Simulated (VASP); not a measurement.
Here is a VASP 6.6.1 calculation.

The input INCAR:

```
SYSTEM = InSb
  ALGO = Normal
  EDIFF = 1E-8
  ENCUT = 520
  GGA = PE
  ISIF = 2
  ISMEAR = -1
  LASPH = .True.
  LCHARG = .False.
  LEFG = .True.
  LREAL = .False.
  LWAVE = .False.
  NBANDS = 26
  NELM = 80
  PREC = Accurate
  SIGMA = 0.08
```

The input KPOINTS:

```
k-points
0
Gamma
  6 6 11
  0 0 0
```

POSCAR

```
InSb
1.0
    5.1962900000      0.0000000000      0.0000000000
    0.0000000000      5.5406400000      0.0000000000
    0.0000000000      0.0000000000      3.0630000000
In Sb
2 2
Direct
    0.0000000000      0.0000000000      0.0000000000
    0.5000000000      0.5000000000      0.0000000000
    0.5000000000      0.0000000000      0.8350000000
    0.0000000000      0.5000000000      0.1650000000
```

Potentials or basis: VASP PAW PBE potentials, release 64 (In_d, Sb).

Launch:

```sh
$ cat potpaw_PBE.64/In_d/POTCAR potpaw_PBE.64/Sb/POTCAR > POTCAR
$ mpirun -np 1 vasp_std > vasp.out
```

**Question.** What does it give for the pressure?

**Answer.** 27.1 GPa.

**Question.** Predict the band gap on the k mesh.

**Answer.** Zero (bands 18 and 19 overlap by 3.88 eV).

**Question.** What does it give for the largest force?

**Answer.** 1.133 eV/Å.

Forces in eV/Å, atoms in the order of the input:
```
In   0.000  0.000  0.379
In   0.000  0.000 -0.379
Sb   0.000  0.000 -1.133
Sb   0.000  0.000  1.133
```

Caveat: the cell differs from its parent crystal (equal xx and yy strain of -3 %); the cell stands under pressure; without QUAD_EFG the Cq values of the log hold for a quadrupole moment of 1 mb, not for the nuclei; spin-orbit coupling is left out, which moves the levels of the heavy elements; forces of over 1 eV/Å act on the atoms, so gaps and moduli don't describe the material at rest.
